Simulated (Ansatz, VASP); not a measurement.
# AlRu: VASP beside Ansatz

```
Ru Al
1.0
     0.00000    2.00315    2.00315
     2.00315    0.00000    2.00315
     2.00315    2.00315    0.00000
Ru Al
1 1
Cartesian
  0.0000 0.0000 0.0000
  2.0032 2.0032 2.0032
```

Change from the starting cell: volume scaled by 0.55, LAPW.

Alike in both runs: task single point; functional LDA; k mesh 14 × 14 × 14; occupations fermi-dirac, width 0.05 eV; no spin polarisation.

|  | VASP | Ansatz |
| --- | --- | --- |
| version | VASP 6.6.1 | Ansatz 0.2.0 |
| potentials or method | VASP PAW LDA potentials, release 64 (Ru_pv, Al), cutoff 520 eV | all-electron LAPW, scalar-relativistic |

|  | VASP | Ansatz | Ansatz less VASP |
| --- | --- | --- | --- |
| pressure (GPa) | 348.4 | 341.2 | -7.17 |

LDA's correlation is that of Perdew and Zunger in VASP and of Perdew and Wang (1992) in Ansatz. Both programs put the cell under a high pressure, so it lies far from rest at this level. Ansatz ran all-electron here, and VASP with PAW potentials.

Noted on VASP's run: the cell as given lies far from equilibrium.
